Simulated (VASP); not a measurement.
# La (Fd-3m) in VASP: further runs, part 2 of 2

VASP 6.6.1. Earlier steps stand in the parts before.

### Step 3. Single point, PBE (32.75 Å³/atom)

This run uses another cell than the first one, of 32.75 Å³/atom.

INCAR reads:

```
SYSTEM = La
ALGO     = Normal         ! electronic algorithm
EDIFF    = 1E-6           ! SCF threshold, eV
ENCUT    = 520            ! plane-wave cutoff, eV
GGA      = PE             ! functional
ISIF     = 2              ! what is computed and relaxed
ISMEAR   = -1             ! smearing method
LASPH    = .True.         ! aspherical terms in the spheres
LCHARG   = .True.         ! write CHGCAR
LELF     = .True.         ! ELF
LREAL    = .False.        ! projectors in reciprocal space
LVHAR    = .True.       
LWAVE    = .False.        ! write WAVECAR
NBANDS   = 18             ! bands
NELM     = 60             ! most SCF steps
PREC     = Accurate       ! precision mode
SIGMA    = 0.05           ! smearing width, eV
```

KPOINTS reads:

```
k-points
0
Gamma
  9 9 9
  0 0 0
```

POSCAR reads:

```
La
1.0
    0.0000000000      3.1992588865      3.1992588865
    3.1992588865      0.0000000000      3.1992588865
    3.1992588865      3.1992588865      0.0000000000
La
2
Direct
   -0.1250000000     -0.1250000000     -0.1250000000
    0.1250000000      0.1250000000      0.1250000000
```

Potentials or basis: VASP PAW PBE potentials, release 64 (La).

Run with:

```bash
> cat potpaw_PBE.64/La/POTCAR > POTCAR
> mpirun -np 1 vasp_std > vasp.out
```

OUTCAR:

```text
SYSTEM = La
   EDIFF = 1E-6
   ENCUT = 520
   GGA = PE
   ISIF = 2
   ISMEAR = -1
   LASPH = .True.
   LREAL = .False.
   NELM = 60
   PREC = Accurate

 ion  position               nearest neighbor table
   1  0.875  0.875  0.875-   2 2.77   2 2.77   2 2.77   2 2.77
   2  0.125  0.125  0.125-   1 2.77   1 2.77   1 2.77   1 2.77

  LATTYP: Found a face centered cubic cell.
 ALAT       =     6.3985177730

  Lattice vectors:

 A1 = (   0.0000000000,   3.1992588865,   3.1992588865)
 A2 = (   3.1992588865,   0.0000000000,   3.1992588865)
 A3 = (   3.1992588865,   3.1992588865,   0.0000000000)

Analysis of symmetry for initial positions (statically):
=====================================================================
 Subroutine PRICEL returns:
 Original cell was already a primitive cell.

 Routine SETGRP: Setting up the symmetry group for a
 face centered cubic supercell.

 Subroutine GETGRP returns: Found 48 space group operations
 (whereof 12 operations were pure point group operations)
 out of a pool of 48 trial point group operations.

The static configuration has the point symmetry D_3d.
 The point group associated with its full space group is O_h .

Analysis of symmetry for dynamics (positions and initial velocities):
=====================================================================
 Subroutine PRICEL returns:
 Original cell was already a primitive cell.

 Routine SETGRP: Setting up the symmetry group for a
 face centered cubic supercell.

 Subroutine GETGRP returns: Found 48 space group operations
 (whereof 12 operations were pure point group operations)
 out of a pool of 48 trial point group operations.

The dynamic configuration has the point symmetry D_3d.
 The point group associated with its full space group is O_h .

 Subroutine INISYM returns: Found 48 space group operations
 (whereof 12 operations are pure point group operations),
 and found     1 'primitive' translations

[... 110 lines left out ...]
   EFERMI_NEDOS =   21; number of points for ismear=-14 and -15
   IALGO  =     38    algorithm
   IMIX   =      4    mixing-type and parameters
     AMIX     =   0.40;   BMIX     =  1.00
     AMIX_MAG =   1.60;   BMIX_MAG =  1.00
  volume/ion in A,a.u.               =      32.75       220.98
  Fermi-wavevector in a.u.,A,eV,Ry     =   1.138037  2.150578 17.621286  1.295128
  Thomas-Fermi vector in A             =   2.274742
   LORBIT       =      0    0 simple, 1 ext, 2 COOP (PROOUT), +10 PAW based schemes
   GGA     = PE    functional components
   LHFCALC =     F    Hartree Fock is set to
   AEXX    =    0.0000 exact exchange contribution
   IVDW    =     0    specifies the selected vdW correction
   LEPSILON=     F    determine dielectric tensor
   LRPA    =     F    only Hartree local field effects (RPA)
 non-spin polarized calculation
  energy-cutoff  :      520.00
  volume of cell :       65.49
 maximum number of plane-waves:      1807
 NGX is ok and might be reduce to    36
   NGX = 17   NGY = 17   NGZ = 17

 number of electron      22.0000000 magnetization

 Free energy of the ion-electron system (eV)
  ---------------------------------------------------
  ext. energy  EPLUGINS =         0.00000000
  ---------------------------------------------------
  free energy    TOTEN  =        -7.54672809 eV

  energy without entropy =       -7.53747540  energy(sigma->0) =       -7.54210174

 E-fermi :   8.6285     XC(G=0):  -9.8094

 val. band max:        8.5825032406   @ k =   0.4444   0.0000   0.0000
 cond. band min:       8.6399443770   @ k =   0.3333   0.3333   0.0000
 fundamental gap:      0.0574411364
 Fermi energy:         8.6284676461

 k-point     1 :       0.0000    0.0000    0.0000
  band No.  band energies     occupation
      1     -25.0594      2.00000
      2     -22.6445      2.00000
      3      -9.2522      2.00000
      4      -9.2522      2.00000
      5      -9.2522      2.00000
      6      -6.6218      2.00000
[... 481 lines left out ...]
      5      -8.0122      2.00000
      6      -7.5959      2.00000
[... 10 lines left out ...]
     17      10.7625      0.00000
     18      10.8767      0.00000

 [... further k-points ...]

------------------------ aborting loop because EDIFF is reached ----------------------------------------

  FORCE on cell =-STRESS in cart. coord.  units (eV):
  Direction    XX          YY          ZZ          XY          YZ          ZX
  --------------------------------------------------------------------------------------
  -------------------------------------------------------------------------------------
  Total        3.3175879      3.3175879      3.3175879     -0.0000000     -0.0000000     -0.0000000
  in kB       81.1623970     81.1623970     81.1623970     -0.0000000     -0.0000000     -0.0000000
  external PRESSURE =      81.1623970 kB  Pullay stress =       0.0000000 kB

 VOLUME and BASIS-vectors are now :
 -----------------------------------------------------------------------------
  energy-cutoff  :      520.00
  volume of cell :       65.49
      direct lattice vectors                 reciprocal lattice vectors
     0.000000000  3.199258887  3.199258887    -0.156286196  0.156286196  0.156286196
     3.199258887  0.000000000  3.199258887     0.156286196 -0.156286196  0.156286196
     3.199258887  3.199258887  0.000000000     0.156286196  0.156286196 -0.156286196

 POSITION                                       TOTAL-FORCE (eV/Angst)
 -----------------------------------------------------------------------------------
      5.59870      5.59870      5.59870        -0.000000     -0.000000     -0.000000
      0.79981      0.79981      0.79981         0.000000      0.000000      0.000000
 -----------------------------------------------------------------------------------
    total drift:                               -0.000000      0.000000      0.000000

  FREE ENERGIE OF THE ION-ELECTRON SYSTEM (eV)
  ---------------------------------------------------
  free  energy   TOTEN  =        -7.5467280886 eV

  energy  without entropy=       -7.5374753987  energy(sigma->0) =       -7.54210174
```

OSZICAR:

```text
N       E                     dE             d eps       ncg     rms          rms(c)
DAV:   1     0.254761290148E+03    0.25476E+03   -0.81497E+03  1292   0.176E+03
DAV:   2     0.318712878066E+02   -0.22289E+03   -0.21893E+03  1804   0.313E+02
DAV:   3    -0.459838326296E+01   -0.36470E+02   -0.35657E+02  2116   0.147E+02
DAV:   4    -0.795399328881E+01   -0.33556E+01   -0.33307E+01  2496   0.411E+01
DAV:   5    -0.818840649905E+01   -0.23441E+00   -0.23380E+00  2072   0.107E+01    0.759E+00
DAV:   6    -0.766560268180E+01    0.52280E+00   -0.15228E+00  2496   0.110E+01    0.488E+00
DAV:   7    -0.755772750658E+01    0.10788E+00   -0.35738E-01  2512   0.417E+00    0.147E+00
DAV:   8    -0.754652055734E+01    0.11207E-01   -0.42721E-02  2392   0.208E+00    0.139E-01
DAV:   9    -0.754668746313E+01   -0.16691E-03   -0.27592E-03  2440   0.443E-01    0.818E-02
DAV:  10    -0.754672480975E+01   -0.37347E-04   -0.32737E-04  2512   0.174E-01    0.110E-02
DAV:  11    -0.754672639481E+01   -0.15851E-05   -0.21874E-05  2416   0.320E-02    0.632E-03
DAV:  12    -0.754672814738E+01   -0.17526E-05   -0.23176E-06  1768   0.136E-02    0.213E-03
DAV:  13    -0.754672808855E+01    0.58825E-07   -0.26260E-07  1568   0.106E-02
   1 F= -.75467281E+01 E0= -.75421017E+01  d E =-.925269E-02
```

stdout:

```text
POSCAR found type information on POSCAR La
 POSCAR found :  1 types and       2 ions
 scaLAPACK will be used
 LDA part: xc-table for (Slater+PW92), standard interpolation
 POSCAR, INCAR and KPOINTS ok, starting setup
 FFT: planning ... GRIDC
 FFT: planning ... GRID_SOFT
 FFT: planning ... GRID
 WAVECAR not read
 entering main loop
```

Run time: 89 s. Hardware: 1 thread of Intel Xeon 8259CL, shared host; peak memory 0.23 GiB.

Results:

| Quantity | Value |
| --- | --- |
| Free energy | -7.5467 eV |
| Pressure | 8.1 GPa |
| Band gap on the k mesh | zero (bands 11 and 12 overlap by 0.09 eV) |

Caveat: the cell stands under pressure; spin-orbit coupling is left out, which moves the levels of the heavy elements.

### Step 4. Single point, PBE

This run uses another cell than the first one, of 37.21 Å³/atom.

INCAR reads:

```
  ALGO = Normal
  EDIFF = 1E-6
  ENCUT = 520
  GGA = PE
  ISIF = 2
  ISMEAR = -1
  LASPH = T
  LCHARG = F
  LREAL = F
  LWAVE = F
  NBANDS = 18
  NELM = 60
  PREC = Accurate
  SIGMA = 0.05
```

KPOINTS reads:

```
k-points
0
Gamma
  9 9 9
```

POSCAR reads:

```
La
1.0
    0.0000000000      3.3385290602      3.3385290602
    3.3385290602      0.0000000000      3.3385290602
    3.3385290602      3.3385290602      0.0000000000
La
2
Direct
   -0.1250000000     -0.1250000000     -0.1250000000
    0.1250000000      0.1250000000      0.1250000000
```

Run with:

```bash
> cat potpaw_PBE.64/La/POTCAR > POTCAR
> mpirun -np 1 vasp_std > vasp.out
```

Wall time 91 s (1 thread of Intel Xeon 8259CL, shared host); peak memory 0.23 GiB.

Results (log left out):

| Property | Result |
| --- | --- |
| Free energy | -7.7437 eV |
| Pressure | 0.0 GPa |
| Band gap on the k mesh | zero (bands 11 and 12 overlap by 0.22 eV) |

Levels at points of the mesh, in eV from the Fermi level:
```csv
k point,band 9,band 10,band 11,band 12,band 13,band 14
"(0.00, 0.00, 0.00)",-2.37,-0.74,-0.74,0.89,0.89,0.89
```

Caveat: spin-orbit coupling is left out, which moves the levels of the heavy elements.

### Step 5. Overview

```tsv
cell	gap on the mesh (eV)	pressure (GPa)
a = 4.346 Å, angles 60.0°, 2 atoms	none	21.7
a = 4.524 Å, angles 60.0°, 2 atoms	none	8.1
a = 4.721 Å, angles 60.0°, 2 atoms	none	0.0
```

Alike in all rows: task single point; level PBE; potentials or basis VASP PAW PBE potentials, release 64 (La); no spin polarisation; k mesh 9 × 9 × 9; cutoff (eV) 520; smearing fermi-dirac 0.05 eV.

Caveats: spin-orbit coupling is left out, which moves the levels of the heavy elements; the cell stands under pressure (at least some runs).

Total energies depend on the potentials used, so only differences within one code and one set of settings carry meaning.
